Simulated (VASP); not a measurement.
# CuAu (P4/mmm) in VASP: notebook, part 2 of 3

VASP 6.6.1.

## Step 4: Electric field gradients, PBEsol

This run uses another cell than the first one, of 14.39 Å³/atom.

INCAR reads:

```
PREC = Accurate ; ENCUT = 610
EDIFF = 1E-8 ; ISMEAR = -1
SIGMA = 0.05 ; LREAL = False
LASPH = True ; NELM = 120
ALGO = Normal ; ISIF = 2
LWAVE = False ; LCHARG = False
GGA = PS ; LEFG = True
NBANDS = 26 ; GGA_COMPAT = False
```

KPOINTS reads:

```
Automatic mesh
0
Gamma
  13 13 10
```

POSCAR reads:

```
CuAu
1.0
    2.8000000000      0.0000000000      0.0000000000
    0.0000000000      2.8000000000      0.0000000000
    0.0000000000      0.0000000000      3.6700000000
Cu Au
1 1
Direct
    0.5000000000      0.5000000000      0.5000000000
    0.0000000000      0.0000000000      0.0000000000
```

Potentials or basis: VASP PAW PBE potentials, release 64 (Cu_sv_GW, Au_sv_GW).

Run with:

```
cat potpaw_PBE.64/Cu_sv_GW/POTCAR potpaw_PBE.64/Au_sv_GW/POTCAR > POTCAR
mpirun -np 1 vasp_std > vasp.out
```

OUTCAR:

```text
PREC = Accurate
   ENCUT = 610
   EDIFF = 1E-8
   ISMEAR = -1
   LREAL = False
   LASPH = True
   NELM = 120
   ISIF = 2
   GGA = PS

 ion  position               nearest neighbor table
   1  0.500  0.500  0.500-   2 2.70   2 2.70   2 2.70   2 2.70   2 2.70   2 2.70   2 2.70   2 2.70

   2  0.000  0.000  0.000-   1 2.70   1 2.70   1 2.70   1 2.70   1 2.70   1 2.70   1 2.70   1 2.70

  LATTYP: Found a simple tetragonal cell.
 ALAT       =     2.8000000000
 C/A-ratio  =     1.3107142857

  Lattice vectors:

 A1 = (   2.8000000000,   0.0000000000,   0.0000000000)
 A2 = (   0.0000000000,   2.8000000000,   0.0000000000)
 A3 = (   0.0000000000,   0.0000000000,   3.6700000000)

Analysis of symmetry for initial positions (statically):
=====================================================================
 Subroutine PRICEL returns:
 Original cell was already a primitive cell.

 Routine SETGRP: Setting up the symmetry group for a
 simple tetragonal supercell.

 Subroutine GETGRP returns: Found 16 space group operations
 (whereof 16 operations were pure point group operations)
 out of a pool of 16 trial point group operations.

The static configuration has the point symmetry D_4h.

Analysis of symmetry for dynamics (positions and initial velocities):
=====================================================================
 Subroutine PRICEL returns:
 Original cell was already a primitive cell.

 Routine SETGRP: Setting up the symmetry group for a
 simple tetragonal supercell.

 Subroutine GETGRP returns: Found 16 space group operations
 (whereof 16 operations were pure point group operations)
[... 158 lines left out ...]
  band No.  band energies     occupation
      1    -103.5984      2.00000
      2     -97.8340      2.00000
      3     -61.1602      2.00000
      4     -61.1488      2.00000
      5     -61.1488      2.00000
      6     -49.0676      2.00000
[... 685 lines left out ...]
     25      21.4938      0.00000
     26      21.6925      0.00000

 [... further k-points ...]

------------------------ aborting loop because EDIFF is reached ----------------------------------------

  FORCE on cell =-STRESS in cart. coord.  units (eV):
  Direction    XX          YY          ZZ          XY          YZ          ZX
  --------------------------------------------------------------------------------------
  -------------------------------------------------------------------------------------
  Total       -0.6773353     -0.6773353     -0.6075727      0.0000000      0.0000000     -0.0000000
  in kB      -37.7165688    -37.7165688    -33.8319228      0.0000000      0.0000000     -0.0000000
  external PRESSURE =     -36.4216868 kB  Pullay stress =       0.0000000 kB

 VOLUME and BASIS-vectors are now :
 -----------------------------------------------------------------------------
  energy-cutoff  :      610.00
  volume of cell :       28.77
      direct lattice vectors                 reciprocal lattice vectors
     2.800000000  0.000000000  0.000000000     0.357142857  0.000000000  0.000000000
     0.000000000  2.800000000  0.000000000     0.000000000  0.357142857  0.000000000
     0.000000000  0.000000000  3.670000000     0.000000000  0.000000000  0.272479564

 POSITION                                       TOTAL-FORCE (eV/Angst)
 -----------------------------------------------------------------------------------
      1.40000      1.40000      1.83500         0.000000      0.000000      0.000000
      0.00000      0.00000      0.00000         0.000000      0.000000      0.000000
 -----------------------------------------------------------------------------------
    total drift:                                0.000000      0.000000     -0.000000

  FREE ENERGIE OF THE ION-ELECTRON SYSTEM (eV)
  ---------------------------------------------------
  free  energy   TOTEN  =        -7.8164226332 eV

  energy  without entropy=       -7.8119251975  energy(sigma->0) =       -7.81417392

 Electric field gradients (V/A^2)
---------------------------------------------------------------------
 ion       V_xx      V_yy      V_zz      V_xy      V_xz      V_yz
---------------------------------------------------------------------
   1       5.770     5.770   -11.541    -0.000    -0.000    -0.000
   2     -32.626   -32.626    65.252    -0.000    -0.000    -0.000
---------------------------------------------------------------------

 Electric field gradients after diagonalization (V/A^2)
 (convention: |V_zz| > |V_xx| > |V_yy|)
----------------------------------------------------------------------
 ion       V_xx      V_yy      V_zz     asymmetry (V_yy - V_xx)/ V_zz
----------------------------------------------------------------------
   1       5.770     5.770   -11.541       0.000
   2     -32.626   -32.626    65.252       0.000
----------------------------------------------------------------------

           NMR quadrupolar parameters

 Cq : quadrupolar parameter    Cq=e*Q*V_zz/h
 eta: asymmetry parameters     (V_yy - V_xx)/ V_zz
 Q  : nuclear electric quadrupole moment in mb (millibarn)
----------------------------------------------------------------------
 ion       Cq(MHz)       eta       Q (mb)
----------------------------------------------------------------------
   1      -0.028       0.000       1.000
   2       0.158       0.000       1.000
----------------------------------------------------------------------
```

OSZICAR:

```text
N       E                     dE             d eps       ncg     rms          rms(c)
DAV:   1     0.780865418474E+03    0.78087E+03   -0.25246E+04 12884   0.402E+03
DAV:   2     0.758864792235E+02   -0.70498E+03   -0.67637E+03 13244   0.117E+03
DAV:   3    -0.584158823826E+01   -0.81728E+02   -0.78432E+02 15280   0.458E+02
DAV:   4    -0.101340210503E+02   -0.42924E+01   -0.42567E+01 15696   0.117E+02
DAV:   5    -0.103071166156E+02   -0.17310E+00   -0.17301E+00 14880   0.169E+01    0.133E+01
DAV:   6    -0.786349688771E+01    0.24436E+01   -0.83888E+00 14876   0.727E+01    0.141E+01
DAV:   7    -0.784614767575E+01    0.17349E-01   -0.55950E-01 16000   0.209E+01    0.802E+00
DAV:   8    -0.786634603761E+01   -0.20198E-01   -0.33564E-01 14318   0.292E+01    0.207E+00
DAV:   9    -0.781578294183E+01    0.50563E-01   -0.18284E-01 11808   0.284E+01    0.305E-01
DAV:  10    -0.781643412993E+01   -0.65119E-03   -0.15223E-02 17216   0.245E+00    0.992E-02
DAV:  11    -0.781643287699E+01    0.12529E-05   -0.46635E-04 13094   0.849E-01    0.340E-02
DAV:  12    -0.781642453310E+01    0.83439E-05   -0.52080E-05 16160   0.310E-01    0.199E-02
DAV:  13    -0.781642335949E+01    0.11736E-05   -0.20065E-06 15594   0.604E-02    0.110E-02
DAV:  14    -0.781642268375E+01    0.67574E-06   -0.23236E-06 15800   0.777E-02    0.150E-03
DAV:  15    -0.781642263280E+01    0.50948E-07   -0.23487E-07 13872   0.165E-02    0.213E-04
DAV:  16    -0.781642263324E+01   -0.43838E-09   -0.44932E-09  6036   0.295E-03
   1 F= -.78164226E+01 E0= -.78141739E+01  d E =-.449744E-02
```

Run time: 67 s. Hardware: 1 thread of Intel Xeon 6975P-C (Granite Rapids), shared host; peak memory 0.31 GiB.

Results:

```yaml
Free_energy: -7.8164 eV
Pressure: -3.6 GPa
Band_gap_on_the_k_mesh: zero (bands 19 and 20 overlap by 6.41 eV)
Largest_electric_field_gradient_by_atom: Cu -11.5; Au +65.3 V/Å²
```

Electric field gradients, principal values (V/Å²):
| atom | least | middle | greatest (by size) |
| --- | --- | --- | --- |
| 1 Cu | 5.770 | 5.770 | -11.541 |
| 2 Au | -32.626 | -32.626 | 65.252 |

Caveat: the cell stands under tension; without QUAD_EFG the Cq values of the log hold for a quadrupole moment of 1 mb, not for the nuclei; the PAW data sets were made with another functional, which shifts forces and pressure a little; spin-orbit coupling is left out, which moves the levels of the heavy elements.

## Step 5: Electric field gradients, PBEsol (14.67 Å³/atom)

This run uses another cell than the first one, of 14.67 Å³/atom.

INCAR reads:

```
SYSTEM = CuAu
  PREC = Accurate
  ENCUT = 610
  EDIFF = 1E-8
  ISMEAR = -1
  SIGMA = 0.05
  LREAL = .False.
  LASPH = .True.
  NELM = 120
  ALGO = Normal
  ISIF = 2
  LWAVE = .False.
  LCHARG = .False.
  GGA = PS
  LEFG = .True.
  NBANDS = 26
  GGA_COMPAT = .False.
```

KPOINTS reads:

```
Automatic mesh
0
Gamma
  13 13 10
  0 0 0
```

POSCAR reads:

```
CuAu
1.0
    2.8185435868      0.0000000000      0.0000000000
    0.0000000000      2.8185435868      0.0000000000
    0.0000000000      0.0000000000      3.6943053441
Cu Au
1 1
Direct
    0.5000000000      0.5000000000      0.5000000000
    0.0000000000      0.0000000000      0.0000000000
```

Potentials or basis: VASP PAW PBE potentials, release 64 (Cu_sv_GW, Au_sv_GW).

Run with:

```
cat potpaw_PBE.64/Cu_sv_GW/POTCAR potpaw_PBE.64/Au_sv_GW/POTCAR > POTCAR
mpirun -np 1 vasp_std > vasp.out
```

OUTCAR:

```text
SYSTEM = CuAu
   PREC = Accurate
   ENCUT = 610
   EDIFF = 1E-8
   ISMEAR = -1
   LREAL = .False.
   LASPH = .True.
   NELM = 120
   ISIF = 2
   GGA = PS

 ion  position               nearest neighbor table
   1  0.500  0.500  0.500-   2 2.72   2 2.72   2 2.72   2 2.72   2 2.72   2 2.72   2 2.72   2 2.72

   2  0.000  0.000  0.000-   1 2.72   1 2.72   1 2.72   1 2.72   1 2.72   1 2.72   1 2.72   1 2.72

  LATTYP: Found a simple tetragonal cell.
 ALAT       =     2.8185435868
 C/A-ratio  =     1.3107142857

  Lattice vectors:

 A1 = (   2.8185435868,   0.0000000000,   0.0000000000)
 A2 = (   0.0000000000,   2.8185435868,   0.0000000000)
 A3 = (   0.0000000000,   0.0000000000,   3.6943053441)

Analysis of symmetry for initial positions (statically):
=====================================================================
 Subroutine PRICEL returns:
 Original cell was already a primitive cell.

 Routine SETGRP: Setting up the symmetry group for a
 simple tetragonal supercell.

 Subroutine GETGRP returns: Found 16 space group operations
 (whereof 16 operations were pure point group operations)
 out of a pool of 16 trial point group operations.

The static configuration has the point symmetry D_4h.

Analysis of symmetry for dynamics (positions and initial velocities):
=====================================================================
 Subroutine PRICEL returns:
 Original cell was already a primitive cell.

 Routine SETGRP: Setting up the symmetry group for a
 simple tetragonal supercell.

 Subroutine GETGRP returns: Found 16 space group operations
 (whereof 16 operations were pure point group operations)
 out of a pool of 16 trial point group operations.
[... 157 lines left out ...]
  band No.  band energies     occupation
      1    -103.8332      2.00000
      2     -98.0473      2.00000
      3     -61.3939      2.00000
      4     -61.3846      2.00000
      5     -61.3846      2.00000
      6     -49.2800      2.00000
[... 685 lines left out ...]
     25      21.0621      0.00000
     26      21.2665      0.00000

 [... further k-points ...]

------------------------ aborting loop because EDIFF is reached ----------------------------------------

  FORCE on cell =-STRESS in cart. coord.  units (eV):
  Direction    XX          YY          ZZ          XY          YZ          ZX
  --------------------------------------------------------------------------------------
  -------------------------------------------------------------------------------------
  Total       -1.2465405     -1.2465405     -1.1505096      0.0000000     -0.0000000      0.0000000
  in kB      -68.0510285    -68.0510285    -62.8085151      0.0000000     -0.0000000      0.0000000
  external PRESSURE =     -66.3035241 kB  Pullay stress =       0.0000000 kB

 VOLUME and BASIS-vectors are now :
 -----------------------------------------------------------------------------
  energy-cutoff  :      610.00
  volume of cell :       29.35
      direct lattice vectors                 reciprocal lattice vectors
     2.818543587  0.000000000  0.000000000     0.354793165  0.000000000  0.000000000
     0.000000000  2.818543587  0.000000000     0.000000000  0.354793165  0.000000000
     0.000000000  0.000000000  3.694305344     0.000000000  0.000000000  0.270686883

 POSITION                                       TOTAL-FORCE (eV/Angst)
 -----------------------------------------------------------------------------------
      1.40927      1.40927      1.84715         0.000000      0.000000      0.000000
      0.00000      0.00000      0.00000         0.000000      0.000000      0.000000
 -----------------------------------------------------------------------------------
    total drift:                                0.000000      0.000000     -0.000000

  FREE ENERGIE OF THE ION-ELECTRON SYSTEM (eV)
  ---------------------------------------------------
  free  energy   TOTEN  =        -7.8039933701 eV

  energy  without entropy=       -7.7994276688  energy(sigma->0) =       -7.80171052

 Electric field gradients (V/A^2)
---------------------------------------------------------------------
 ion       V_xx      V_yy      V_zz      V_xy      V_xz      V_yz
---------------------------------------------------------------------
   1       5.630     5.630   -11.260     0.000     0.000     0.000
   2     -31.099   -31.099    62.199     0.000     0.000     0.000
---------------------------------------------------------------------

 Electric field gradients after diagonalization (V/A^2)
 (convention: |V_zz| > |V_xx| > |V_yy|)
----------------------------------------------------------------------
 ion       V_xx      V_yy      V_zz     asymmetry (V_yy - V_xx)/ V_zz
----------------------------------------------------------------------
   1       5.630     5.630   -11.260       0.000
   2     -31.099   -31.099    62.199       0.000
----------------------------------------------------------------------

           NMR quadrupolar parameters

 Cq : quadrupolar parameter    Cq=e*Q*V_zz/h
 eta: asymmetry parameters     (V_yy - V_xx)/ V_zz
 Q  : nuclear electric quadrupole moment in mb (millibarn)
----------------------------------------------------------------------
 ion       Cq(MHz)       eta       Q (mb)
----------------------------------------------------------------------
   1      -0.027       0.000       1.000
   2       0.150       0.000       1.000
----------------------------------------------------------------------
```

It took 1.9 min on 1 thread of Intel Xeon Platinum 8375C at 2.90GHz (Ice Lake), shared host; peak memory 0.32 GiB.

What came out:

```yaml
Free_energy: -7.8040 eV
Pressure: -6.6 GPa
Band_gap_on_the_k_mesh: zero (bands 19 and 20 overlap by 6.30 eV)
Largest_electric_field_gradient_by_atom: Cu -11.3; Au +62.2 V/Å²
```

Electric field gradients, principal values (V/Å²):
| atom | least | middle | greatest (by size) |
| --- | --- | --- | --- |
| 1 Cu | 5.630 | 5.630 | -11.260 |
| 2 Au | -31.099 | -31.099 | 62.199 |

Caveat: the cell stands under tension; without QUAD_EFG the Cq values of the log hold for a quadrupole moment of 1 mb, not for the nuclei; the PAW data sets were made with another functional, which shifts forces and pressure a little; spin-orbit coupling is left out, which moves the levels of the heavy elements.

(Part 2 of 3 ends here.)
